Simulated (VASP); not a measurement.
# Ga2PN (P-6m2) in VASP: further runs, part 2 of 2

VASP 6.6.1. Earlier steps stand in the parts before.

**3. Single point, PBE**

This run uses another cell than the first one, of 15.87 Å³/atom.

INCAR

```
SYSTEM = Ga2PN
PREC = Accurate
ENCUT = 600
EDIFF = 1E-6
ISMEAR = 0
SIGMA = 0.1
LREAL = .False.
LASPH = .True.
NELM = 120
ALGO = Normal
ISIF = 2
LWAVE = .False.
LCHARG = .True.
GGA = PE
LELF = .True.
LVHAR = .True.
NBANDS = 26
GGA_COMPAT = .False.
```

KPOINTS

```
regular mesh
0
Gamma
  6 6 4
  0 0 0
```

POSCAR

```
Ga2PN
1.0
    3.8362989700      0.0000000000      0.0000000000
   -1.9181494800      3.3223323600      0.0000000000
    0.0000000000      0.0000000000      4.9818107200
Ga P N
2 1 1
Direct
    0.6666666700      0.3333333300      0.7450182400
    0.6666666700      0.3333333300      0.2549817600
    0.3333333300      0.6666666700      0.5000000000
    0.0000000000      0.0000000000      0.0000000000
```

Potentials or basis: VASP PAW PBE potentials, release 64 (Ga_d, P, N).

Launch:

```
cat potpaw_PBE.64/Ga_d/POTCAR potpaw_PBE.64/P/POTCAR potpaw_PBE.64/N/POTCAR > POTCAR
mpirun -np 1 vasp_std > vasp.out
```

OUTCAR:

```text
SYSTEM = Ga2PN
   PREC = Accurate
   ENCUT = 600
   EDIFF = 1E-6
   ISMEAR = 0
   LREAL = .False.
   LASPH = .True.
   NELM = 120
   ISIF = 2
   GGA = PE

 ion  position               nearest neighbor table
   1  0.667  0.333  0.745-   2 2.44   3 2.53   3 2.53   3 2.53   2 2.54
   2  0.667  0.333  0.255-   1 2.44   3 2.53   3 2.53   3 2.53   1 2.54
   3  0.333  0.667  0.500-   1 2.53   2 2.53   1 2.53   2 2.53   1 2.53   2 2.53
   4  0.000  0.000  0.000-

  LATTYP: Found a hexagonal cell.
 ALAT       =     3.8362989700
 C/A-ratio  =     1.2985981434

  Lattice vectors:

 A1 = (   3.8362989700,   0.0000000000,   0.0000000000)
 A2 = (  -1.9181494800,   3.3223323600,   0.0000000000)
 A3 = (   0.0000000000,   0.0000000000,   4.9818107200)

Analysis of symmetry for initial positions (statically):
=====================================================================
 Subroutine PRICEL returns:
 Original cell was already a primitive cell.

 Routine SETGRP: Setting up the symmetry group for a
 hexagonal supercell.

 Subroutine GETGRP returns: Found 12 space group operations
 (whereof 12 operations were pure point group operations)
 out of a pool of 24 trial point group operations.

The static configuration has the point symmetry D_3h.

Analysis of symmetry for dynamics (positions and initial velocities):
=====================================================================
 Subroutine PRICEL returns:
 Original cell was already a primitive cell.

 Routine SETGRP: Setting up the symmetry group for a
 hexagonal supercell.

 Subroutine GETGRP returns: Found 12 space group operations
 (whereof 12 operations were pure point group operations)
 out of a pool of 24 trial point group operations.

The dynamic configuration has the point symmetry D_3h.

 Subroutine INISYM returns: Found 12 space group operations
 (whereof 12 operations are pure point group operations),
 and found     1 'primitive' translations

----------------------------------------------------------------------------------------

                                     Primitive cell

  volume of cell :      63.4955

  direct lattice vectors                    reciprocal lattice vectors
     3.836298970  0.000000000  0.000000000     0.260667901  0.150496683  0.000000000
    -1.918149480  3.322332360  0.000000000     0.000000000  0.300993366  0.000000000
     0.000000000  0.000000000  4.981810720     0.000000000  0.000000000  0.200730228

  length of vectors
     3.836298970  3.836298964  4.981810720     0.300993365  0.300993366  0.200730228

  position of ions in fractional coordinates (direct lattice)
     0.666666670  0.333333330  0.745018240
     0.666666670  0.333333330  0.254981760
     0.333333330  0.666666670  0.500000000
     0.000000000  0.000000000  0.000000000

  ion indices of the primitive-cell ions
   primitive index   ion index
                 1           1
                 2           2
                 3           3
                 4           4

----------------------------------------------------------------------------------------

 KPOINTS: regular mesh

Automatic generation of k-mesh.
 Grid dimensions read from file:
 generate k-points for:    6    6    4

 Generating k-lattice:

  Cartesian coordinates                     Fractional coordinates (reciprocal lattice)
     0.043444650  0.025082780  0.000000000     0.166666667  0.000000000  0.000000000
     0.000000000  0.050165561  0.000000000     0.000000000  0.166666667  0.000000000
     0.000000000  0.000000000  0.050182557     0.000000000  0.000000000  0.250000000

  Length of vectors
     0.050165561  0.050165561  0.050182557

  Shift w.r.t. Gamma in fractional coordinates (k-lattice)
     0.000000000  0.000000000  0.000000000

 Subroutine IBZKPT returns following result:
 ===========================================

 Found     21 irreducible k-points:

 Following reciprocal coordinates:
            Coordinates               Weight
  0.000000  0.000000  0.000000      1.000000
  0.166667  0.000000  0.000000      6.000000
  0.333333  0.000000  0.000000      6.000000
  0.500000 -0.000000  0.000000      3.000000
  0.166667  0.166667  0.000000      6.000000
  0.333333  0.166667  0.000000     12.000000
[... 13 lines left out ...]
  0.333333  0.166667  0.500000     12.000000
  0.333333  0.333333  0.500000      2.000000
   k-points           NKPTS =     21   k-points in BZ     NKDIM =     21   number of bands    NBANDS=     26
   number of dos      NEDOS =    301   number of ions     NIONS =      4
   total plane-waves  NPLWV =  40960
   dimension x,y,z NGX =    32 NGY =   32 NGZ =   40
   dimension x,y,z NGXF=    64 NGYF=   64 NGZF=   80
   ions per type =               2   1   1
   NGX,Y,Z   is equivalent  to a cutoff of  13.87, 13.87, 13.35 a.u.
   NGXF,Y,Z  is equivalent  to a cutoff of  27.73, 27.73, 26.70 a.u.
 SYSTEM =  Ga2PN
   PREC   = accura    normal or accurate (medium, high low for compatibility)
   ISTART =      0    job   : 0-new  1-cont  2-samecut
   ICHARG =      2    charge: 1-file 2-atom 10-const
   ISPIN  =      1    spin polarized calculation?
   LNONCOLLINEAR =      F non collinear calculations
   LSORBIT =      F    spin-orbit coupling
   LASPH  =      T    aspherical Exc in radial PAW
   ENCUT  =  600.0 eV  44.10 Ry    6.64 a.u.   7.66  7.66  9.95*2*pi/ulx,y,z
   NELM   =    120;   NELMIN=  2; NELMDL= -5     # of ELM steps
   EDIFF  = 0.1E-05   stopping-criterion for ELM
   LREAL  =      F    real-space projection
   EDIFFG = 0.1E-04   stopping-criterion for IOM
   NSW    =      0    number of steps for IOM
   IBRION =     -1    ionic relax: 0-MD 1-quasi-New 2-CG
   NFREE  =      0    steps in history (QN), initial steepest desc. (CG)
   ISIF   =      2    stress and relaxation
   ISYM   =      2    0-nonsym 1-usesym 2-fastsym
   POTIM  = 0.5000    time-step for ionic-motion
   TEBEG  =    0.0;   TEEND  =   0.0 temperature during run
   PSTRESS=    0.0 pullay stress
   NELECT =      36.0000    total number of electrons
   NUPDOWN=      -1.0000    fix difference up-down
   EMIN   =  10.00;   EMAX   =-10.00  energy-range for DOS
   EFERMI =   0.00;   METHOD = LEGACY
   ISMEAR =     0;   SIGMA  =   0.10  broadening in eV -4-tet -1-fermi 0-gaus
   EFERMI_NEDOS =   21; number of points for ismear=-14 and -15
   IALGO  =     38    algorithm
   IMIX   =      4    mixing-type and parameters
     AMIX     =   0.40;   BMIX     =  1.00
     AMIX_MAG =   1.60;   BMIX_MAG =  1.00
  volume/ion in A,a.u.               =      15.87       107.12
  Fermi-wavevector in a.u.,A,eV,Ry     =   1.354965  2.560513 24.979347  1.835930
  Thomas-Fermi vector in A             =   2.482092
   LORBIT       =      0    0 simple, 1 ext, 2 COOP (PROOUT), +10 PAW based schemes
   GGA     = PE    functional components
   LHFCALC =     F    Hartree Fock is set to
   AEXX    =    0.0000 exact exchange contribution
   IVDW    =     0    specifies the selected vdW correction
   LEPSILON=     F    determine dielectric tensor
   LRPA    =     F    only Hartree local field effects (RPA)
 non-spin polarized calculation
 Gauss-broadening in eV      SIGMA  =   0.10
  energy-cutoff  :      600.00
  volume of cell :       63.50
 maximum number of plane-waves:      2149
 NGX is ok and might be reduce to    32
   NGX = 15   NGY = 15   NGZ = 19

 number of electron      36.0000007 magnetization

 Free energy of the ion-electron system (eV)
  ---------------------------------------------------
  ext. energy  EPLUGINS =         0.00000000
  ---------------------------------------------------
  free energy    TOTEN  =       -16.42522343 eV

  energy without entropy =      -16.41912736  energy(sigma->0) =      -16.42217539

 E-fermi :   5.4276     XC(G=0): -10.7854

 val. band max:        5.3465167427   @ k =   0.3333   0.3333   0.5000
 cond. band min:       5.5042233883   @ k =   0.1667   0.0000   0.0000
 fundamental gap:      0.1577066456
 Fermi energy:         5.4275574396

 k-point     1 :       0.0000    0.0000    0.0000
  band No.  band energies     occupation
      1     -10.2469      2.00000
      2      -9.9405      2.00000
      3      -9.9405      2.00000
      4      -9.7203      2.00000
      5      -9.7203      2.00000
      6      -9.6482      2.00000
[... 18 lines left out ...]
     25      11.7366      0.00000
     26      14.2151      0.00000
[... 557 lines left out ...]
      4      -9.8142      2.00000
      5      -9.7588      2.00000
      6      -9.7207      2.00000
[... 18 lines left out ...]
     25      13.1331      0.00000
     26      14.4202      0.00000

------------------------ aborting loop because EDIFF is reached ----------------------------------------

  FORCE on cell =-STRESS in cart. coord.  units (eV):
  Direction    XX          YY          ZZ          XY          YZ          ZX
  --------------------------------------------------------------------------------------
  -------------------------------------------------------------------------------------
  Total       -5.7303634     -5.7303634      5.0317814     -0.0000000      0.0000000     -0.0000000
  in kB     -144.5939106   -144.5939102    126.9666335     -0.0000002      0.0000000     -0.0000000
  external PRESSURE =     -54.0737291 kB  Pullay stress =       0.0000000 kB

 VOLUME and BASIS-vectors are now :
 -----------------------------------------------------------------------------
  energy-cutoff  :      600.00
  volume of cell :       63.50
      direct lattice vectors                 reciprocal lattice vectors
     3.836298970  0.000000000  0.000000000     0.260667901  0.150496683  0.000000000
    -1.918149480  3.322332360  0.000000000     0.000000000  0.300993366  0.000000000
     0.000000000  0.000000000  4.981810720     0.000000000  0.000000000  0.200730228

 POSITION                                       TOTAL-FORCE (eV/Angst)
 -----------------------------------------------------------------------------------
      1.91815      1.10744      3.71154        -0.000000      0.000000      2.118021
      1.91815      1.10744      1.27027        -0.000000      0.000000     -2.118021
     -0.00000      2.21489      2.49091         0.000000     -0.000000     -0.000000
      0.00000      0.00000      0.00000         0.000000      0.000000     -0.000000
 -----------------------------------------------------------------------------------
    total drift:                               -0.000013      0.000008     -0.000000

  FREE ENERGIE OF THE ION-ELECTRON SYSTEM (eV)
  ---------------------------------------------------
  free  energy   TOTEN  =       -16.4252234260 eV

  energy  without entropy=      -16.4191273600  energy(sigma->0) =      -16.42217539
```

It took 65 s on 1 thread of Intel Xeon 8259CL, shared host; peak memory 0.21 GiB.

What came out:

- Free energy: -16.4252 eV
- Pressure: -5.4 GPa
- Largest force: 2.118 eV/Å
- Band gap on the k mesh: zero (bands 18 and 19 overlap by 1.58 eV)

Forces in eV/Å, atoms in the order of the input:
```
Ga   0.000  0.000  2.118
Ga   0.000  0.000 -2.118
P    0.000  0.000  0.000
N    0.000  0.000  0.000
```

Caveat: the cell stands under tension; forces of over 1 eV/Å act on the atoms, so gaps and moduli don't describe the material at rest.

**4. Relaxation of cell and atoms, PBE**

This run uses another cell than the first one, of 15.87 Å³/atom.

INCAR

```
SYSTEM = Ga2PN
PREC = Accurate
ENCUT = 600
EDIFF = 1E-7
ISMEAR = 0
SIGMA = 0.1
LREAL = .False.
LASPH = .True.
NELM = 120
ALGO = Normal
ISIF = 3
LWAVE = .False.
LCHARG = .False.
GGA = PE
IBRION = 2
NSW = 90
EDIFFG = -0.04
GGA_COMPAT = .False.
NELMIN = 4
```

KPOINTS is that of step 3.

POSCAR is that of step 3.

Launch:

```
cat potpaw_PBE.64/Ga_d/POTCAR potpaw_PBE.64/P/POTCAR potpaw_PBE.64/N/POTCAR > POTCAR
mpirun -np 1 vasp_std > vasp.out
```

It took 9.6 min on 1 thread of Intel Xeon 8259CL, shared host; peak memory 0.23 GiB.

It converged, with:

```
Free energy                           : -18.3185 eV
Relaxed volume                        : 13.53 Å³/atom
Relaxed cell                          : a = 3.235 Å, b = 3.235 Å, c = 5.974 Å, α = 90.00°, β = 90.00°, γ = 120.00°
Space group after relaxing (to 0.1 Å) : P-6m2 (No. 187)
Energy gained by relaxing             : 473.3 meV/atom
Ionic steps                           : 14
Pressure after relaxing               : 0.1 GPa
Largest force after relaxing          : 0.011 eV/Å
Band gap on the k mesh                : zero (bands 18 and 19 overlap by 4.14 eV)
```

Forces on the atoms (eV/Å):
```
Ga   0.000  0.000  0.011
Ga   0.000  0.000 -0.011
P    0.000  0.000  0.000
N    0.000  0.000  0.000
```

Stress tensor (GPa, compression positive):
```
 0.20  0.00  0.00
 0.00  0.20  0.00
 0.00  0.00 -0.22
```

The path:
```
step  energy change (eV)  largest force (eV/Å)  pressure (GPa)  volume (Å³)
   1              0.0000                2.1171           -5.33        63.50
   2             -1.1123                0.0675           -2.98        58.42
   3             -1.6652                1.7857           10.38        50.94
   4             -1.6929                1.2470            6.31        52.57
   5             -1.6941                1.4694            7.88        51.91
   6             -1.6965                1.1878           -3.47        55.22
   7             -1.8892                0.0215            1.06        53.62
   8             -1.8893                0.0097            1.16        53.59
   9             -1.8893                0.0384            1.29        53.55
  10             -1.8922                0.1157           -0.31        54.34
  11             -1.8924                0.1020           -0.02        54.20
  12             -1.8929                0.0003           -0.23        54.26
  13             -1.8929                0.0011           -0.22        54.26
  14             -1.8933                0.0111            0.06        54.14
```

Final structure:
```
CELL_PARAMETERS angstrom
3.23495 0.00000 0.00000
-1.61747 2.80155 0.00000
0.00000 0.00000 5.97381
ATOMIC_POSITIONS crystal
Ga 0.66667 0.33333 0.78465
Ga 0.66667 0.33333 0.21535
P 0.33333 0.66667 0.50000
N 0.00000 0.00000 0.00000
```

Levels at points of the mesh, in eV from the Fermi level:
```
           k point  band 15  band 16  band 17  band 18  band 19  band 20  band 21  band 22
(0.00, 0.00, 0.00)    -1.66    -1.66    -1.32     1.50     1.50     5.01     6.73     6.77
(0.50, 0.00, 0.00)    -5.13    -4.46    -3.06    -0.06     0.70     2.09     3.31     4.83
(0.00, 0.00, 0.50)    -1.65    -1.65     1.07     1.54     1.54     3.55     6.24     6.86
(0.50, 0.00, 0.50)    -2.92    -2.83    -2.82    -1.16    -0.68     0.98     4.10     4.40
```

Caveat: a cell axis changed by over 15 % at a fixed basis, so the end point is rough.

**5. The runs side by side**

```tsv
task	cell	gap on the mesh (eV)	pressure (GPa)	largest force (eV/Å)
single point	a = 3.241, b = 3.241, c = 5.953 Å, angles 90.0, 90.0, 120.0°, 4 atoms, atomic positions A	none	0.1	0.02
single point	a = 3.836, b = 3.836, c = 4.982 Å, angles 90.0, 90.0, 120.0°, 4 atoms, atomic positions B	none	-5.4	2.12
relaxation of cell and atoms	relaxed from a = 3.836, b = 3.836, c = 4.982 Å, angles 90.0, 90.0, 120.0°, 4 atoms, atomic positions B	none	0.1	0.01
```

Alike in all rows: level PBE; potentials or basis VASP PAW PBE potentials, release 64 (Ga_d, P, N); no spin polarisation; k mesh 6 × 6 × 4; cutoff (eV) 600; smearing gaussian 0.1 eV.

Caveats: some runs use coarse meshes; the cell stands under tension (at least some runs); forces of over 1 eV/Å act on the atoms, so gaps and moduli don't describe the material at rest (at least some runs); a cell axis changed by over 15 % at a fixed basis, so the end point is rough (at least some runs).

Absolute energies hang on the potentials; compare differences alone.
